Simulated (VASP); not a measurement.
# Pb (Fd-3m) in VASP: further runs

The runs below take Pb through single point, with PBE.

Program: VASP 6.6.1. These are calculated values, not measurements. Logs are shortened: lines on timing, memory, paths and dates and some standing lists are left out, and cuts for length are marked.

### 1 The cell of the first run

Symmetry: Fd-3m, No. 227, cubic system. Conventional cell: a = 6.966 Å, b = 6.966 Å, c = 6.966 Å, α = 90.00°, β = 90.00°, γ = 90.00°. Within 4.0 Å of Pb (site symmetry -43m) lie 4 Pb at 3.02 Å.

This isn't the form of Pb at room conditions, which is fcc.

### 2 Single point, PBE

The input, INCAR:

```
PREC     = Accurate       # precision mode
ENCUT    = 520            # plane-wave cutoff, eV
EDIFF    = 1E-6           # SCF threshold, eV
ISMEAR   = -1             # smearing method
SIGMA    = 0.06122561905347299 # smearing width, eV
LREAL    = F              # projectors in reciprocal space
LASPH    = T              # aspherical terms in the spheres
NELM     = 60             # most SCF steps
ALGO     = Normal         # electronic algorithm
ISIF     = 2              # what is computed and relaxed
LWAVE    = F              # write WAVECAR
LCHARG   = F              # write CHGCAR
GGA      = PE             # functional
NBANDS   = 21             # bands
```

The input, KPOINTS:

```
Automatic mesh
0
Gamma
  27 27 27
```

The input, POSCAR:

```
Pb
1.0
    0.0000000000      3.4830253781      3.4830253781
    3.4830253781      0.0000000000      3.4830253781
    3.4830253781      3.4830253781      0.0000000000
Pb
2
Direct
    0.0000000000      0.0000000000      0.0000000000
    0.2500000000      0.2500000000      0.2500000000
```

Potentials or basis: VASP PAW PBE potentials, release 64 (Pb_d).

Started as:

```bash
cat potpaw_PBE.64/Pb_d/POTCAR > POTCAR
mpirun -np 1 vasp_std > vasp.out
```

OUTCAR:

```text
PREC = Accurate
   ENCUT = 520
   EDIFF = 1E-6
   ISMEAR = -1
   LREAL = F
   LASPH = T
   NELM = 60
   ISIF = 2
   GGA = PE

 ion  position               nearest neighbor table
   1  0.000  0.000  0.000-   2 3.02   2 3.02   2 3.02   2 3.02
   2  0.250  0.250  0.250-   1 3.02   1 3.02   1 3.02   1 3.02

  LATTYP: Found a face centered cubic cell.
 ALAT       =     6.9660507562

  Lattice vectors:

 A1 = (   0.0000000000,   3.4830253781,   3.4830253781)
 A2 = (   3.4830253781,   0.0000000000,   3.4830253781)
 A3 = (   3.4830253781,   3.4830253781,   0.0000000000)

Analysis of symmetry for initial positions (statically):
=====================================================================
 Subroutine PRICEL returns:
 Original cell was already a primitive cell.

 Routine SETGRP: Setting up the symmetry group for a
 face centered cubic supercell.

 Subroutine GETGRP returns: Found 48 space group operations
 (whereof 24 operations were pure point group operations)
 out of a pool of 48 trial point group operations.

The static configuration has the point symmetry T_d .
 The point group associated with its full space group is O_h .

Analysis of symmetry for dynamics (positions and initial velocities):
=====================================================================
 Subroutine PRICEL returns:
 Original cell was already a primitive cell.

 Routine SETGRP: Setting up the symmetry group for a
 face centered cubic supercell.

 Subroutine GETGRP returns: Found 48 space group operations
 (whereof 24 operations were pure point group operations)
 out of a pool of 48 trial point group operations.

The dynamic configuration has the point symmetry T_d .
 The point group associated with its full space group is O_h .

 Subroutine INISYM returns: Found 48 space group operations
 (whereof 24 operations are pure point group operations),
 and found     1 'primitive' translations

----------------------------------------------------------------------------------------

                                     Primitive cell

  volume of cell :      84.5084

  direct lattice vectors                    reciprocal lattice vectors
     0.000000000  3.483025378  3.483025378    -0.143553361  0.143553361  0.143553361
     3.483025378  0.000000000  3.483025378     0.143553361 -0.143553361  0.143553361
     3.483025378  3.483025378  0.000000000     0.143553361  0.143553361 -0.143553361

  length of vectors
     4.925741728  4.925741728  4.925741728     0.248641715  0.248641715  0.248641715

  position of ions in fractional coordinates (direct lattice)
     0.000000000  0.000000000  0.000000000
     0.250000000  0.250000000  0.250000000

  ion indices of the primitive-cell ions
   primitive index   ion index
                 1           1
                 2           2

----------------------------------------------------------------------------------------

 KPOINTS: Automatic mesh

Automatic generation of k-mesh.
 Grid dimensions read from file:
 generate k-points for:   27   27   27

 Generating k-lattice:

  Cartesian coordinates                     Fractional coordinates (reciprocal lattice)
    -0.005316791  0.005316791  0.005316791     0.037037037  0.000000000  0.000000000
     0.005316791 -0.005316791  0.005316791     0.000000000  0.037037037  0.000000000
     0.005316791  0.005316791 -0.005316791     0.000000000  0.000000000  0.037037037

  Length of vectors
     0.009208952  0.009208952  0.009208952

  Shift w.r.t. Gamma in fractional coordinates (k-lattice)
     0.000000000  0.000000000  0.000000000

 Subroutine IBZKPT returns following result:
 ===========================================

 Found    560 irreducible k-points:

 Following reciprocal coordinates:
            Coordinates               Weight
  0.000000  0.000000  0.000000      1.000000
  0.037037  0.000000  0.000000      8.000000
  0.074074  0.000000  0.000000      8.000000
  0.111111  0.000000  0.000000      8.000000
  0.148148  0.000000  0.000000      8.000000
  0.185185  0.000000  0.000000      8.000000
[... 16 lines left out ...]
  0.333333  0.037037  0.000000     24.000000
  0.370370  0.037037  0.000000     24.000000
 [... further k-points ...]
   k-points           NKPTS =    560   k-points in BZ     NKDIM =    560   number of bands    NBANDS=     21
   number of dos      NEDOS =    301   number of ions     NIONS =      2
   total plane-waves  NPLWV =  64000
   dimension x,y,z NGX =    40 NGY =   40 NGZ =   40
   dimension x,y,z NGXF=    80 NGYF=   80 NGZF=   80
   ions per type =               2
   NGX,Y,Z   is equivalent  to a cutoff of  13.50, 13.50, 13.50 a.u.
   NGXF,Y,Z  is equivalent  to a cutoff of  27.00, 27.00, 27.00 a.u.
 SYSTEM =  unknown system
   PREC   = accura    normal or accurate (medium, high low for compatibility)
   ISTART =      0    job   : 0-new  1-cont  2-samecut
   ICHARG =      2    charge: 1-file 2-atom 10-const
   ISPIN  =      1    spin polarized calculation?
   LNONCOLLINEAR =      F non collinear calculations
   LSORBIT =      F    spin-orbit coupling
   LASPH  =      T    aspherical Exc in radial PAW
   ENCUT  =  520.0 eV  38.22 Ry    6.18 a.u.   9.16  9.16  9.16*2*pi/ulx,y,z
   NELM   =     60;   NELMIN=  2; NELMDL= -5     # of ELM steps
   EDIFF  = 0.1E-05   stopping-criterion for ELM
   LREAL  =      F    real-space projection
[... 7 lines left out ...]
   TEBEG  =    0.0;   TEEND  =   0.0 temperature during run
   PSTRESS=    0.0 pullay stress
   NELECT =      28.0000    total number of electrons
   NUPDOWN=      -1.0000    fix difference up-down
   EMIN   =  10.00;   EMAX   =-10.00  energy-range for DOS
   EFERMI =   0.00;   METHOD = LEGACY
   ISMEAR =    -1;   SIGMA  =   0.06  broadening in eV -4-tet -1-fermi 0-gaus
   EFERMI_NEDOS =   21; number of points for ismear=-14 and -15
   IALGO  =     38    algorithm
   IMIX   =      4    mixing-type and parameters
     AMIX     =   0.40;   BMIX     =  1.00
     AMIX_MAG =   1.60;   BMIX_MAG =  1.00
  volume/ion in A,a.u.               =      42.25       285.15
  Fermi-wavevector in a.u.,A,eV,Ry     =   1.132820  2.140719 17.460097  1.283281
  Thomas-Fermi vector in A             =   2.269522
   LORBIT       =      0    0 simple, 1 ext, 2 COOP (PROOUT), +10 PAW based schemes
   GGA     = PE    functional components
   LHFCALC =     F    Hartree Fock is set to
   AEXX    =    0.0000 exact exchange contribution
   IVDW    =     0    specifies the selected vdW correction
   LEPSILON=     F    determine dielectric tensor
   LRPA    =     F    only Hartree local field effects (RPA)
 non-spin polarized calculation
  energy-cutoff  :      520.00
  volume of cell :       84.51
 maximum number of plane-waves:      2301
 NGX is ok and might be reduce to    40
   NGX = 19   NGY = 19   NGZ = 19

 number of electron      27.9999999 magnetization

 Free energy of the ion-electron system (eV)
  ---------------------------------------------------
  ext. energy  EPLUGINS =         0.00000000
  ---------------------------------------------------
  free energy    TOTEN  =        -6.59849684 eV

  energy without entropy =       -6.59164144  energy(sigma->0) =       -6.59506914

 E-fermi :   3.9563     XC(G=0):  -8.2641

 val. band max:        3.9455878592   @ k =  -0.1481   0.1481   0.0000
 cond. band min:       3.9647897438   @ k =  -0.1111   0.1111   0.0370
 fundamental gap:      0.0192018846
 Fermi energy:         3.9563094378

 k-point     1 :       0.0000    0.0000    0.0000
  band No.  band energies     occupation
      1     -13.1248      2.00000
      2     -13.1248      2.00000
      3     -13.1248      2.00000
      4     -13.0545      2.00000
      5     -13.0545      2.00000
      6     -12.6642      2.00000
[... 13 lines left out ...]
     20      11.9675      0.00000
     21      11.9675      0.00000

 k-point     2 :       0.0370    0.0000    0.0000
  band No.  band energies     occupation
      1     -13.1265      2.00000
      2     -13.1265      2.00000
      3     -13.1246      2.00000
      4     -13.0523      2.00000
      5     -13.0523      2.00000
      6     -12.6686      2.00000
[... 13 lines left out ...]
     20      11.7899      0.00000
     21      11.7972      0.00000

 k-point     3 :       0.0741    0.0000    0.0000
  band No.  band energies     occupation
      1     -13.1307      2.00000
      2     -13.1307      2.00000
      3     -13.1236      2.00000
      4     -13.0465      2.00000
      5     -13.0465      2.00000
      6     -12.6770      2.00000
[... 13 lines left out ...]
     20      11.5455      0.00000
     21      11.5456      0.00000

 k-point     4 :       0.1111    0.0000    0.0000
  band No.  band energies     occupation
      1     -13.1364      2.00000
      2     -13.1364      2.00000
      3     -13.1222      2.00000
      4     -13.0383      2.00000
      5     -13.0383      2.00000
      6     -12.6863      2.00000
[... 13 lines left out ...]
     20      11.3360      0.00000
     21      11.3360      0.00000

 k-point     5 :       0.1481    0.0000    0.0000
  band No.  band energies     occupation
      1     -13.1424      2.00000
      2     -13.1424      2.00000
      3     -13.1202      2.00000
      4     -13.0290      2.00000
      5     -13.0290      2.00000
      6     -12.6954      2.00000
[... 13 lines left out ...]
     20      11.1772      0.00000
     21      11.1772      0.00000
[... 382 lines left out ...]
     20      10.8618      0.00000
     21      11.2905      0.00000

 k-point    22 :       0.2963    0.0370    0.0000
  band No.  band energies     occupation
      1     -13.1640      2.00000
      2     -13.1584      2.00000
      3     -13.1096      2.00000
      4     -13.0007      2.00000
      5     -12.9907      2.00000
      6     -12.7357      2.00000
[... 13 lines left out ...]
     20      10.9844      0.00000
     21      11.3808      0.00000

 k-point    23 :       0.3333    0.0370    0.0000
  band No.  band energies     occupation
      1     -13.1672      2.00000
      2     -13.1617      2.00000
      3     -13.1063      2.00000
      4     -12.9941      2.00000
      5     -12.9848      2.00000
      6     -12.7395      2.00000
[... 13 lines left out ...]
     20      11.1573      0.00000
     21      11.5384      0.00000

 k-point    24 :       0.3704    0.0370    0.0000
  band No.  band energies     occupation
      1     -13.1695      2.00000
      2     -13.1644      2.00000
      3     -13.1032      2.00000
      4     -12.9886      2.00000
      5     -12.9805      2.00000
      6     -12.7416      2.00000
[... 13 lines left out ...]
     20      11.3862      0.00000
     21      11.7492      0.00000

 [... further k-points ...]

------------------------ aborting loop because EDIFF is reached ----------------------------------------

  FORCE on cell =-STRESS in cart. coord.  units (eV):
  Direction    XX          YY          ZZ          XY          YZ          ZX
  --------------------------------------------------------------------------------------
  -------------------------------------------------------------------------------------
  Total        0.5634581      0.5634581      0.5634581     -0.0000000      0.0000000      0.0000000
  in kB       10.6824854     10.6824854     10.6824854     -0.0000000      0.0000000      0.0000000
  external PRESSURE =      10.6824854 kB  Pullay stress =       0.0000000 kB

 VOLUME and BASIS-vectors are now :
 -----------------------------------------------------------------------------
  energy-cutoff  :      520.00
  volume of cell :       84.51
      direct lattice vectors                 reciprocal lattice vectors
     0.000000000  3.483025378  3.483025378    -0.143553361  0.143553361  0.143553361
     3.483025378  0.000000000  3.483025378     0.143553361 -0.143553361  0.143553361
     3.483025378  3.483025378  0.000000000     0.143553361  0.143553361 -0.143553361

 POSITION                                       TOTAL-FORCE (eV/Angst)
 -----------------------------------------------------------------------------------
      0.00000      0.00000      0.00000        -0.000000     -0.000000     -0.000000
      1.74151      1.74151      1.74151         0.000000      0.000000      0.000000
 -----------------------------------------------------------------------------------
    total drift:                               -0.000000      0.000000      0.000000

  FREE ENERGIE OF THE ION-ELECTRON SYSTEM (eV)
  ---------------------------------------------------
  free  energy   TOTEN  =        -6.5984968363 eV

  energy  without entropy=       -6.5916414442  energy(sigma->0) =       -6.59506914
```

Wall time 11 min (1 thread of Oxide Virtual Turin-like, shared host); peak memory 0.8 GiB.

What came out:

| Property | Result |
| --- | --- |
| Free energy | -6.5985 eV |
| Pressure | 1.1 GPa |
| Band gap on the k mesh | zero (bands 14 and 15 overlap by 1.09 eV) |

Caveat: spin-orbit coupling is left out, which moves the levels of the heavy elements.

### 3 Single point, PBE

This run uses another cell than the first one, of 44.01 Å³/atom.

The input, INCAR:

```
ALGO = Normal
EDIFF = 1E-6
ENCUT = 520
GGA = PE
ISIF = 2
ISMEAR = -1
LASPH = True
LCHARG = True
LELF = True
LREAL = False
LVHAR = True
LWAVE = False
NBANDS = 21
NELM = 80
PREC = Accurate
SIGMA = 0.06122561905347299
```

The input, KPOINTS:

```
k-points
0
Gamma
  27 27 27
```

The input, POSCAR:

```
Pb
1.0
    0.0000000000      3.5307439842      3.5307439842
    3.5307439842      0.0000000000      3.5307439842
    3.5307439842      3.5307439842      0.0000000000
Pb
2
Direct
    0.0000000000      0.0000000000      0.0000000000
    0.2500000000      0.2500000000      0.2500000000
```

Potentials or basis: VASP PAW PBE potentials, release 64 (Pb_d).

Started as:

```bash
cat potpaw_PBE.64/Pb_d/POTCAR > POTCAR
mpirun -np 1 vasp_std > vasp.out
```

It took 18 min on 1 thread of Oxide Virtual Turin-like, shared host; peak memory 0.83 GiB.

The run converged. Its results:

```yaml
Free_energy: -6.6102 eV
Pressure: -0.1 GPa
Band_gap_on_the_k_mesh: zero (bands 14 and 15 overlap by 1.03 eV)
```

Levels at points of the mesh, in eV from the Fermi level:
```
           k point  band 12  band 13  band 14  band 15  band 16  band 17
(0.00, 0.00, 0.00)    -4.29     0.41     0.41     0.41     2.39     2.39
```

Caveat: spin-orbit coupling is left out, which moves the levels of the heavy elements.

### 4 Single point, PBE

This run uses another cell than the first one, of 45.78 Å³/atom.

The input, INCAR:

```
ALGO = Normal ; EDIFF = 1E-6
ENCUT = 520 ; GGA = PE
ISIF = 2 ; ISMEAR = -1
LASPH = T ; LCHARG = F
LREAL = F ; LWAVE = F
NBANDS = 21 ; NELM = 100
PREC = Accurate ; SIGMA = 0.06122561905347299
```

KPOINTS is that of step 3.

The input, POSCAR:

```
Pb
1.0
    0.0000000000      3.5772064701      3.5772064701
    3.5772064701      0.0000000000      3.5772064701
    3.5772064701      3.5772064701      0.0000000000
Pb
2
Direct
    0.0000000000      0.0000000000      0.0000000000
    0.2500000000      0.2500000000      0.2500000000
```

Started as:

```bash
cat potpaw_PBE.64/Pb_d/POTCAR > POTCAR
mpirun -np 1 vasp_std > vasp.out
```

It took 20 min on 1 thread of Oxide Virtual Turin-like, shared host; peak memory 0.86 GiB.

It converged, with:

- Free energy: -6.5996 eV
- Pressure: -1.0 GPa
- Band gap on the k mesh: zero (bands 14 and 15 overlap by 0.97 eV)

Levels at points of the mesh, in eV from the Fermi level:
| k point | band 10 | band 11 | band 12 | band 13 | band 14 | band 15 | band 16 | band 17 | band 18 | band 19 |
| --- | --- | --- | --- | --- | --- | --- | --- | --- | --- | --- |
| (0.00, 0.00, 0.00) | -16.58 | -10.45 | -4.49 | 0.40 | 0.40 | 0.40 | 2.36 | 2.36 | 2.36 | 4.09 |

Caveat: spin-orbit coupling is left out, which moves the levels of the heavy elements.

### 5 Overview

| cell | gap on the mesh (eV) | pressure (GPa) |
| --- | --- | --- |
| a = 4.926 Å, angles 60.0°, 2 atoms | none | 1.1 |
| a = 4.993 Å, angles 60.0°, 2 atoms | none | -0.1 |
| a = 5.059 Å, angles 60.0°, 2 atoms | none | -1.0 |

Alike in all rows: task single point; level PBE; potentials or basis VASP PAW PBE potentials, release 64 (Pb_d); no spin polarisation; k mesh 27 × 27 × 27; cutoff (eV) 520; smearing fermi-dirac 0.0612256 eV.

Caveats: spin-orbit coupling is left out, which moves the levels of the heavy elements.

Absolute energies hang on the potentials; compare differences alone.
